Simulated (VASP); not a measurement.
# Si (P6_3/mmc) in VASP: a series of runs, part 2 of 2

VASP 6.6.1.

### Step 5. Single point, PBE

This run uses another cell than the first one, of the same volume but with other edges.

Input file INCAR:

```
SYSTEM = Si
PREC     = Accurate       ! precision mode
ENCUT    = 520            ! plane-wave cutoff, eV
EDIFF    = 1E-7           ! SCF threshold, eV
ISMEAR   = 0              ! smearing method
SIGMA    = 0.05           ! smearing width, eV
LREAL    = .FALSE.        ! projectors in reciprocal space
LASPH    = .TRUE.         ! aspherical terms in the spheres
NELM     = 80             ! most SCF steps
ALGO     = Normal         ! electronic algorithm
ISIF     = 2              ! what is computed and relaxed
LWAVE    = .FALSE.        ! write WAVECAR
LCHARG   = .FALSE.        ! write CHGCAR
GGA      = PE             ! functional
NBANDS   = 16             ! bands
```

Input file KPOINTS:

```
Automatic mesh
0
G
  12 12 6
  0 0 0
```

Input file POSCAR:

```
Si
1.0
    3.9946794941      0.0000000000      0.0000000000
   -1.9973397471      3.4594939219      0.0000000000
    0.0000000000      0.0000000000      5.9153213949
Si
4
Direct
    0.3333333333      0.6666666667      0.0535050491
    0.6666666667      0.3333333333      0.5535050491
    0.3333333333      0.6666666667      0.4464949509
    0.6666666667      0.3333333333      0.9464949509
```

Potentials or basis: VASP PAW PBE potentials, release 64 (Si).

Launch:

```
cat potpaw_PBE.64/Si/POTCAR > POTCAR
mpirun -np 1 vasp_std > vasp.out
```

OUTCAR:

```text
SYSTEM = Si
   PREC = Accurate
   ENCUT = 520
   EDIFF = 1E-7
   ISMEAR = 0
   LREAL = .FALSE.
   LASPH = .TRUE.
   NELM = 80
   ISIF = 2
   GGA = PE

 ion  position               nearest neighbor table
   1  0.333  0.667  0.054-   3 2.32   4 2.39   4 2.39   4 2.39
   2  0.667  0.333  0.554-   4 2.32   3 2.39   3 2.39   3 2.39
   3  0.333  0.667  0.446-   1 2.32   2 2.39   2 2.39   2 2.39
   4  0.667  0.333  0.946-   2 2.32   1 2.39   1 2.39   1 2.39

  LATTYP: Found a hexagonal cell.
 ALAT       =     3.9946794941
 C/A-ratio  =     1.4808000000

  Lattice vectors:

 A1 = (   3.9946794941,   0.0000000000,   0.0000000000)
 A2 = (  -1.9973397471,   3.4594939219,   0.0000000000)
 A3 = (   0.0000000000,   0.0000000000,   5.9153213949)

Analysis of symmetry for initial positions (statically):
=====================================================================
 Subroutine PRICEL returns:
 Original cell was already a primitive cell.

 Routine SETGRP: Setting up the symmetry group for a
 hexagonal supercell.

 Subroutine GETGRP returns: Found 24 space group operations
 (whereof 12 operations were pure point group operations)
 out of a pool of 24 trial point group operations.

The static configuration has the point symmetry D_3d.
 The point group associated with its full space group is D_6h.

Analysis of symmetry for dynamics (positions and initial velocities):
=====================================================================
 Subroutine PRICEL returns:
 Original cell was already a primitive cell.

 Routine SETGRP: Setting up the symmetry group for a
 hexagonal supercell.

 Subroutine GETGRP returns: Found 24 space group operations
 (whereof 12 operations were pure point group operations)
 out of a pool of 24 trial point group operations.

The dynamic configuration has the point symmetry D_3d.
 The point group associated with its full space group is D_6h.

 Subroutine INISYM returns: Found 24 space group operations
 (whereof 12 operations are pure point group operations),
 and found     1 'primitive' translations

----------------------------------------------------------------------------------------

                                     Primitive cell

  volume of cell :      81.7472

  direct lattice vectors                    reciprocal lattice vectors
     3.994679494  0.000000000  0.000000000     0.250332975  0.144529810  0.000000000
    -1.997339747  3.459493922  0.000000000     0.000000000  0.289059620  0.000000000
     0.000000000  0.000000000  5.915321395     0.000000000  0.000000000  0.169052522

  length of vectors
     3.994679494  3.994679494  5.915321395     0.289059620  0.289059620  0.169052522

  position of ions in fractional coordinates (direct lattice)
     0.333333333  0.666666667  0.053505049
     0.666666667  0.333333333  0.553505049
     0.333333333  0.666666667  0.446494951
     0.666666667  0.333333333  0.946494951

  ion indices of the primitive-cell ions
   primitive index   ion index
                 1           1
                 2           2
                 3           3
                 4           4

[... 26 lines left out ...]
 Following reciprocal coordinates:
            Coordinates               Weight
  0.000000  0.000000  0.000000      1.000000
  0.083333 -0.000000  0.000000      6.000000
  0.166667 -0.000000  0.000000      6.000000
  0.250000 -0.000000  0.000000      6.000000
  0.333333 -0.000000  0.000000      6.000000
  0.416667 -0.000000  0.000000      6.000000
[... 16 lines left out ...]
  0.250000 -0.000000  0.166667     12.000000
  0.333333 -0.000000  0.166667     12.000000
 [... further k-points ...]
   k-points           NKPTS =     76   k-points in BZ     NKDIM =     76   number of bands    NBANDS=     16
   number of dos      NEDOS =    301   number of ions     NIONS =      4
   total plane-waves  NPLWV =  43200
   dimension x,y,z NGX =    30 NGY =   30 NGZ =   48
   dimension x,y,z NGXF=    60 NGYF=   60 NGZF=   96
   ions per type =               4
   NGX,Y,Z   is equivalent  to a cutoff of  12.49, 12.49, 13.49 a.u.
   NGXF,Y,Z  is equivalent  to a cutoff of  24.97, 24.97, 26.98 a.u.
 SYSTEM =  Si
   PREC   = accura    normal or accurate (medium, high low for compatibility)
   ISTART =      0    job   : 0-new  1-cont  2-samecut
   ICHARG =      2    charge: 1-file 2-atom 10-const
   ISPIN  =      1    spin polarized calculation?
   LNONCOLLINEAR =      F non collinear calculations
   LSORBIT =      F    spin-orbit coupling
   LASPH  =      T    aspherical Exc in radial PAW
   ENCUT  =  520.0 eV  38.22 Ry    6.18 a.u.   7.43  7.43 11.00*2*pi/ulx,y,z
   NELM   =     80;   NELMIN=  2; NELMDL= -5     # of ELM steps
   EDIFF  = 0.1E-06   stopping-criterion for ELM
   LREAL  =      F    real-space projection
   EDIFFG = 0.1E-05   stopping-criterion for IOM
   NSW    =      0    number of steps for IOM
   IBRION =     -1    ionic relax: 0-MD 1-quasi-New 2-CG
   NFREE  =      0    steps in history (QN), initial steepest desc. (CG)
   ISIF   =      2    stress and relaxation
   ISYM   =      2    0-nonsym 1-usesym 2-fastsym
   POTIM  = 0.5000    time-step for ionic-motion
   TEBEG  =    0.0;   TEEND  =   0.0 temperature during run
   PSTRESS=    0.0 pullay stress
   NELECT =      16.0000    total number of electrons
   NUPDOWN=      -1.0000    fix difference up-down
   EMIN   =  10.00;   EMAX   =-10.00  energy-range for DOS
   EFERMI =   0.00;   METHOD = LEGACY
   ISMEAR =     0;   SIGMA  =   0.05  broadening in eV -4-tet -1-fermi 0-gaus
   EFERMI_NEDOS =   21; number of points for ismear=-14 and -15
   IALGO  =     38    algorithm
   IMIX   =      4    mixing-type and parameters
     AMIX     =   0.40;   BMIX     =  1.00
     AMIX_MAG =   1.60;   BMIX_MAG =  1.00
  volume/ion in A,a.u.               =      20.44       137.91
  Fermi-wavevector in a.u.,A,eV,Ry     =   0.950511  1.796206 12.292475  0.903471
  Thomas-Fermi vector in A             =   2.078895
   LORBIT       =      0    0 simple, 1 ext, 2 COOP (PROOUT), +10 PAW based schemes
   GGA     = PE    functional components
   LHFCALC =     F    Hartree Fock is set to
   AEXX    =    0.0000 exact exchange contribution
   IVDW    =     0    specifies the selected vdW correction
   LEPSILON=     F    determine dielectric tensor
   LRPA    =     F    only Hartree local field effects (RPA)
 non-spin polarized calculation
 Gauss-broadening in eV      SIGMA  =   0.05
  energy-cutoff  :      520.00
  volume of cell :       81.75
 maximum number of plane-waves:      2242
 NGX is ok and might be reduce to    30

 number of electron      15.9999999 magnetization

 Free energy of the ion-electron system (eV)
  ---------------------------------------------------
  ext. energy  EPLUGINS =         0.00000000
  ---------------------------------------------------
  free energy    TOTEN  =       -21.30716219 eV

  energy without entropy =      -21.30693481  energy(sigma->0) =      -21.30704850

 E-fermi :   5.7626     XC(G=0):  -9.3189

 val. band max:        5.7067967958   @ k =   0.5000  -0.0000   0.0000
 cond. band min:       5.7938232593   @ k =   0.4167  -0.0000   0.0000
 fundamental gap:      0.0870264635
 Fermi energy:         5.7625693471

 k-point     1 :       0.0000    0.0000    0.0000
  band No.  band energies     occupation
      1      -6.2190      2.00000
      2      -3.3678      2.00000
      3      -0.9914      2.00000
      4       3.7480      2.00000
      5       3.7480      2.00000
      6       5.4726      2.00000
[... 433 lines left out ...]
      3      -1.2217      2.00000
      4       1.2578      2.00000
      5       1.4726      2.00000
      6       2.7460      2.00000
[... 8 lines left out ...]
     15      12.1985      0.00000
     16      12.8688      0.00000

 [... further k-points ...]

------------------------ aborting loop because EDIFF is reached ----------------------------------------

  FORCE on cell =-STRESS in cart. coord.  units (eV):
  Direction    XX          YY          ZZ          XY          YZ          ZX
  --------------------------------------------------------------------------------------
  -------------------------------------------------------------------------------------
  Total       -2.8575065     -2.8575065      5.9219707      0.0000000     -0.0000000      0.0000000
  in kB      -56.0047610    -56.0047610    116.0657218      0.0000000     -0.0000000      0.0000000
  external PRESSURE =       1.3520666 kB  Pullay stress =       0.0000000 kB

 VOLUME and BASIS-vectors are now :
 -----------------------------------------------------------------------------
  energy-cutoff  :      520.00
  volume of cell :       81.75
      direct lattice vectors                 reciprocal lattice vectors
     3.994679494  0.000000000  0.000000000     0.250332975  0.144529810  0.000000000
    -1.997339747  3.459493922  0.000000000     0.000000000  0.289059620  0.000000000
     0.000000000  0.000000000  5.915321395     0.000000000  0.000000000  0.169052522

 POSITION                                       TOTAL-FORCE (eV/Angst)
 -----------------------------------------------------------------------------------
     -0.00000      2.30633      0.31650        -0.000000      0.000000      0.161199
      1.99734      1.15316      3.27416         0.000000     -0.000000      0.161199
     -0.00000      2.30633      2.64116        -0.000000     -0.000000     -0.161199
      1.99734      1.15316      5.59882         0.000000     -0.000000     -0.161199
 -----------------------------------------------------------------------------------
    total drift:                               -0.000000      0.000000     -0.000000

  FREE ENERGIE OF THE ION-ELECTRON SYSTEM (eV)
  ---------------------------------------------------
  free  energy   TOTEN  =       -21.3071621883 eV

  energy  without entropy=      -21.3069348098  energy(sigma->0) =      -21.30704850
```

It took 94 s on 1 thread of Intel Xeon Platinum 8259CL at 2.50GHz (Skylake/Cascade Lake), shared host; peak memory 0.22 GiB.

Results:

```yaml
Free_energy: -21.3072 eV
Pressure: 0.1 GPa
Largest_force: 0.161 eV/Å
Band_gap_on_the_k_mesh: zero (bands 8 and 9 overlap by 0.26 eV)
```

Forces in eV/Å, atoms in the order of the input:
```
Si   0.000  0.000  0.161
Si   0.000  0.000  0.161
Si   0.000  0.000 -0.161
Si   0.000  0.000 -0.161
```

Stress tensor (GPa, compression positive):
```
-5.60  0.00  0.00
 0.00 -5.60  0.00
 0.00  0.00 11.61
```

Levels at points of the mesh, in eV from the Fermi level:
| k point | band 6 | band 7 | band 8 | band 9 | band 10 | band 11 |
| --- | --- | --- | --- | --- | --- | --- |
| (0.00, 0.00, 0.00) | -0.29 | -0.06 | -0.06 | 0.37 | 1.66 | 1.66 |
| (0.50, 0.00, 0.00) | -3.35 | -2.71 | -1.28 | -0.06 | 2.50 | 3.20 |
| (0.00, 0.00, 0.50) | -1.28 | -1.28 | -1.28 | 0.84 | 0.84 | 2.74 |
| (0.50, 0.00, 0.50) | -2.57 | -1.69 | -1.69 | 0.95 | 0.95 | 2.24 |

Caveat: the stress differs along the axes, from -6 to 12 GPa; semilocal functionals underestimate gaps, and a narrow one can read as zero.

### Step 6. Single point, PBE

This run uses another cell than the first one, of the same volume but with other edges.

Input file INCAR:

```
  PREC = Accurate
  ENCUT = 520
  EDIFF = 1E-7
  ISMEAR = 0
  SIGMA = 0.05
  LREAL = F
  LASPH = T
  NELM = 100
  ALGO = Normal
  ISIF = 2
  LWAVE = F
  LCHARG = F
  GGA = PE
  NBANDS = 16
```

Input file KPOINTS:

```
regular mesh
0
Gamma
  12 12 6
```

Input file POSCAR:

```
Si
1.0
    3.7865833161      0.0000000000      0.0000000000
   -1.8932916580      3.2792773453      0.0000000000
    0.0000000000      0.0000000000      6.5833537533
Si
4
Direct
    0.3333333333      0.6666666667      0.0535050491
    0.6666666667      0.3333333333      0.5535050491
    0.3333333333      0.6666666667      0.4464949509
    0.6666666667      0.3333333333      0.9464949509
```

Potentials or basis: VASP PAW PBE potentials, release 64 (Si).

Launch:

```
cat potpaw_PBE.64/Si/POTCAR > POTCAR
mpirun -np 1 vasp_std > vasp.out
```

Run time: 79 s. Hardware: 1 thread of Intel Xeon Platinum 8259CL at 2.50GHz (Skylake/Cascade Lake), shared host; peak memory 0.22 GiB.

It converged, with:

| Quantity | Value |
| --- | --- |
| Free energy | -21.3113 eV |
| Pressure | 1.8 GPa |
| Largest force | 1.544 eV/Å |
| Band gap on the k mesh | 0.25 eV (least direct gap 0.94 eV) |

Forces on the atoms (eV/Å):
```
Si   0.000  0.000  1.544
Si   0.000  0.000  1.544
Si   0.000  0.000 -1.544
Si   0.000  0.000 -1.544
```

Stress tensor (GPa, compression positive):
```
 6.71  0.00  0.00
 0.00  6.71  0.00
 0.00  0.00 -8.05
```

Levels at points of the mesh, in eV from the valence-band top:
| k point | band 6 | band 7 | band 8 | band 9 | band 10 | band 11 |
| --- | --- | --- | --- | --- | --- | --- |
| (0.00, 0.00, 0.00) | -0.59 | -0.59 | 0.00 | 0.94 | 1.13 | 2.10 |
| (0.50, 0.00, 0.00) | -3.24 | -2.72 | -2.07 | 0.25 | 1.84 | 3.06 |
| (0.00, 0.00, 0.50) | -1.21 | -1.21 | -1.21 | 1.76 | 1.76 | 2.79 |
| (0.50, 0.00, 0.50) | -2.74 | -2.49 | -2.49 | 0.69 | 0.69 | 1.10 |

Caveat: the stress differs along the axes, from -8 to 7 GPa; forces of over 1 eV/Å act on the atoms, so gaps and moduli don't describe the material at rest. A k mesh can miss the band edges.

### Step 7. The runs side by side

```tsv
cell	gap on the mesh (eV)	pressure (GPa)	largest force (eV/Å)
a = 3.920, b = 3.920, c = 6.142 Å, angles 90.0, 90.0, 120.0°, 4 atoms, atomic positions A	0.20	0.4	0.63
a = 3.726, b = 3.726, c = 6.799 Å, angles 90.0, 90.0, 120.0°, 4 atoms, atomic positions B	none	-1.4	2.41
a = 3.851, b = 3.851, c = 6.365 Å, angles 90.0, 90.0, 120.0°, 4 atoms, atomic positions C	0.15	0.3	1.81
a = 3.995, b = 3.995, c = 5.915 Å, angles 90.0, 90.0, 120.0°, 4 atoms, atomic positions D	none	0.1	0.16
a = 3.787, b = 3.787, c = 6.583 Å, angles 90.0, 90.0, 120.0°, 4 atoms, atomic positions D	0.25	1.8	1.54
```

Alike in all rows: task single point; level PBE; potentials or basis VASP PAW PBE potentials, release 64 (Si); no spin polarisation; k mesh 12 × 12 × 6; cutoff (eV) 520; smearing gaussian 0.05 eV.

Caveats: forces of over 1 eV/Å act on the atoms, so gaps and moduli don't describe the material at rest (at least some runs); the stress differs along the axes, from -4 to 9 GPa (at least some runs); the stress differs along the axes, from -6 to 1 GPa (at least some runs); the stress differs along the axes, from -2 to 6 GPa (at least some runs); the stress differs along the axes, from -6 to 12 GPa (at least some runs); semilocal functionals underestimate gaps, and a narrow one can read as zero (at least some runs); the stress differs along the axes, from -8 to 7 GPa (at least some runs).

Total energies depend on the potentials used, so only differences within one code and one set of settings carry meaning.

The gap in the log of VASP goes by the Fermi energy; the results here count the filled bands.